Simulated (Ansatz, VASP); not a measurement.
**One calculation of Yb, two programs**

Contents of INCAR:

```
PREC     = Accurate       # precision mode
ENCUT    = 520            # plane-wave cutoff, eV
EDIFF    = 1E-6           # SCF threshold, eV
ISMEAR   = 0              # smearing method
SIGMA    = 0.15           # smearing width, eV
LREAL    = F              # projectors in reciprocal space
LASPH    = T              # aspherical terms in the spheres
NELM     = 60             # most SCF steps
ALGO     = Fast           # electronic algorithm
ISIF     = 2              # what is computed and relaxed
LWAVE    = F              # write WAVECAR
LCHARG   = T              # write CHGCAR
GGA      = PE             # functional
LELF     = T              # ELF
LVHAR    = T            
NBANDS   = 18             # bands
```

The input KPOINTS:

```
regular mesh
0
Gamma
  14 14 14
```

Contents of POSCAR:

```
Yb
1.0
   -0.0718242098      2.6117894455      2.6836136553
    2.5399652357      0.0000000000      2.6117894455
    2.6117894455      2.6117894455     -0.0718242098
Yb
1
Direct
    0.0000000000      0.0000000000      0.0000000000
```

Input for Ansatz:

```yaml
crystal:
  lattice:
    - [-0.0718242098, 2.6117894455, 2.6836136553]
    - [2.5399652357, 0.0, 2.6117894455]
    - [2.6117894455, 2.6117894455, -0.0718242098]
  atoms:
    - { symbol: Yb, position: [0.0, 0.0, 0.0] }
basis:
  ecutwfc: 420
kpoints:
  mp_grid: { grid: [14, 14, 14] }
hamiltonian:
  xc: pbe
scf:
  occupations: { method: gaussian, width: 0.15 }
output:
  forces: true
  stress: true
  eigenvalues: true
  write_density: true
  write_potential: true
  elf: true
  volumetric_format: npy
```

Change from the starting cell: engineering shear strain xz -0.0550, normal strain along z +0.0275.

Alike in both runs: task single point; functional PBE; k mesh 14 × 14 × 14; occupations gaussian, width 0.15 eV; no spin polarisation.

```csv
,VASP,Ansatz
version,VASP 6.6.1,Ansatz 0.2.0
potentials or method,"VASP PAW PBE potentials, release 64 (Yb), cutoff 520 eV","scalar-relativistic, plane waves, PAW"
valence electrons in the cell,24,24
```

Ansatz gave:

- gap on the k mesh at the Fermi level (eV): none
- pressure (GPa): -0.4
- traceless stress, the component that is largest in VASP (GPa): 1.09

**Question.** Estimate VASP's values.

**Answer.** gap on the k mesh at the Fermi level (eV): none; pressure (GPa): -0.6; traceless stress, the component that is largest in VASP (GPa): 1.09.

A gap of «none» marks a metal or a gap that the smearing closes.

Spin-orbit coupling is off throughout.
